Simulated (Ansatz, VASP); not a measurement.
## One calculation of Hg, two programs

The input POSCAR:

```
Hg
1.0
    1.8778599936      1.0841829728      2.1547276236
   -1.8778599936      1.0841829728      2.1547276236
    0.0000000000     -2.1683659456      2.1547276235
Hg
1
Direct
    0.0000000000      0.0000000000      0.0000000000
```

The input INCAR.step1:

```
SYSTEM = Hg
ALGO     = Normal         ! electronic algorithm
EDIFF    = 1E-4           ! SCF threshold, eV
ENCUT    = 520            ! plane-wave cutoff, eV
GGA      = PE             ! functional
ISMEAR   = -1             ! smearing method
LASPH    = .TRUE.         ! aspherical terms in the spheres
LCHARG   = .FALSE.        ! write CHGCAR
LREAL    = .FALSE.        ! projectors in reciprocal space
LWAVE    = .TRUE.         ! write WAVECAR
NBANDS   = 12             ! bands
NELM     = 60             ! most SCF steps
PREC     = Accurate       ! precision mode
SIGMA    = 0.2            ! smearing width, eV
```

The input INCAR.step2:

```
SYSTEM = Hg
ALGO     = Normal         ! electronic algorithm
EDIFF    = 1E-6           ! SCF threshold, eV
ENCUT    = 520            ! plane-wave cutoff, eV
ISIF     = 2              ! what is computed and relaxed
ISMEAR   = -1             ! smearing method
ISTART   = 1            
LASPH    = .TRUE.         ! aspherical terms in the spheres
LCHARG   = .FALSE.        ! write CHGCAR
LMIXTAU  = .TRUE.       
LREAL    = .FALSE.        ! projectors in reciprocal space
LWAVE    = .FALSE.        ! write WAVECAR
METAGGA  = R2SCAN         ! meta-GGA
NBANDS   = 12             ! bands
NELM     = 60             ! most SCF steps
PREC     = Accurate       ! precision mode
SIGMA    = 0.2            ! smearing width, eV
```

Contents of KPOINTS:

```
k-points
0
G
  11 11 11
  0 0 0
```

Input for Ansatz:

```yaml
crystal:
  lattice:
    - [1.8778599936, 1.0841829728, 2.1547276236]
    - [-1.8778599936, 1.0841829728, 2.1547276236]
    - [0.0, -2.1683659456, 2.1547276235]
  atoms:
    - { symbol: Hg, position: [0.0, 0.0, 0.0] }
hamiltonian:
  xc: r2scan
  pseudopotentials:
    kind: paw
    azcp:
      Hg: "pseudopotentials/Hg.paw.azcp"
basis:
  ecutwfc: 500
  fft_grid_basis: typed
kpoints:
  mp_grid: { grid: [11, 11, 11], shift: [0, 0, 0] }
magnetization:
  spin_polarized: false
scf:
  occupations: { method: fermi_dirac, width: 0.2 }
  lower_state_search: "off"
output:
  stress: true
```

Alike in both runs: task single point; functional r2SCAN; k mesh 11 × 11 × 11; occupations fermi-dirac, width 0.2 eV; no spin polarisation.

|  | VASP | Ansatz |
| --- | --- | --- |
| version | VASP 6.6.1 | Ansatz 0.2.0 |
| potentials or method | VASP PAW PBE potentials, release 64 (Hg), cutoff 520 eV | plane waves (500 eV) with PAW, scalar-relativistic |
| valence electrons in the cell | 12 | 20 |

VASP gave:

* pressure (GPa): 0.4
* traceless stress, the component that is largest in VASP (GPa): -0.06

Question: Which values does Ansatz return?

Answer: Pressure (GPa): 0.0; traceless stress, the component that is largest in VASP (GPa): -0.19.

VASP's potentials were made for PBE, not for r2SCAN. The functional is the same, so the differences come from potentials, cutoffs and numerics. VASP's potentials hold 12 valence electrons a cell and Ansatz's 20, so a difference there can come from the potentials and not from the codes.

Spin-orbit coupling is off throughout.
